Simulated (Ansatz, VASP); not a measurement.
**One calculation of W, two programs**

```
W
1.0
     0.00000    1.98856    1.98856
     1.98856    0.00000    1.98856
     1.98856    1.98856    0.00000
W
1
Direct
  0.00000 0.00000 0.00000
```

Change from the starting cell: volume scaled by 0.94.

Alike in both runs: task single point; functional PBEsol; k mesh 14 × 14 × 14; occupations fermi-dirac, width 0.05 eV; no spin polarisation.

```csv
,VASP,Ansatz
version,VASP 6.6.1,Ansatz 0.2.0
potentials or method,"VASP PAW PBE potentials, release 64 (W_sv), cutoff 520 eV","all-electron LAPW, scalar-relativistic"
```

|  | VASP | Ansatz | Ansatz less VASP |
| --- | --- | --- | --- |
| pressure (GPa) | 5.8 | 5.1 | -0.71 |

VASP's potentials were made for PBE, not for PBEsol. Ansatz ran all-electron here, and VASP with PAW potentials.

Spin-orbit coupling is off throughout.
